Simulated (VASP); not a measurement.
**PbS: electric field gradients with LDA**

PbS:

```xyz
2
Lattice="0.0000 2.9650 2.8761 2.9650 0.0000 2.8761 2.9650 2.9650 0.0000" Properties=species:S:1:pos:R:3 pbc="T T T"
Pb    0.0000    0.0000    0.0000
S     2.9650    2.9650    2.8761
```

This cell differs from its parent crystal: zz strain of -3 %.

```yaml
Program: VASP 6.6.1
Task: electric field gradients
Functional: LDA
Potentials_or_basis: VASP PAW LDA potentials, release 64 (Pb_d, S)
Cutoff: 520 eV
k_mesh: 8 × 8 × 8
Occupations: fermi-dirac, width 0.01 eV
Spin: no spin polarisation
Dipole_correction: no
Further_INCAR_settings: ALGO = Normal; EDIFF = 1e-08; NBANDS = 17
```

- Pressure: -0.6 GPa
- Band gap on the k mesh: 0.06 eV, direct

Stress tensor (GPa, compression positive):
```
-2.07  0.00  0.00
 0.00 -2.07  0.00
 0.00  0.00  2.42
```

Levels at points of the mesh, in eV from the valence-band top:
| k point | band 7 | band 8 | band 9 | band 10 | band 11 | band 12 | band 13 | band 14 |
| --- | --- | --- | --- | --- | --- | --- | --- | --- |
| (0.00, 0.00, 0.00) | -6.07 | -2.56 | -2.29 | -2.29 | 4.87 | 4.87 | 5.60 | 6.45 |
| (0.50, 0.00, 0.00) | -9.19 | -1.98 | -1.92 | 0.00 | 0.06 | 1.60 | 1.82 | 8.45 |
| (0.50, 0.50, 0.00) | -7.50 | -5.63 | -3.78 | -3.78 | 3.44 | 5.51 | 5.51 | 5.74 |
| (0.50, 0.00, 0.50) | -7.32 | -5.58 | -3.87 | -3.55 | 3.58 | 5.34 | 5.40 | 6.03 |

Electric field gradients, principal values (V/Å²):
```csv
atom,least,middle,greatest (by size)
1 Pb,47.765,47.765,-95.530
2 S,2.398,2.399,-4.797
```

Run time: 66 s on 1 thread of Intel Xeon 8259CL (shared host), peak memory 0.18 GiB.

Caveat: the cell differs from its parent crystal (zz strain of -3 %); without QUAD_EFG the Cq values of the log hold for a quadrupole moment of 1 mb, not for the nuclei; spin-orbit coupling is left out, which moves the levels of the heavy elements. A k mesh can miss the band edges.
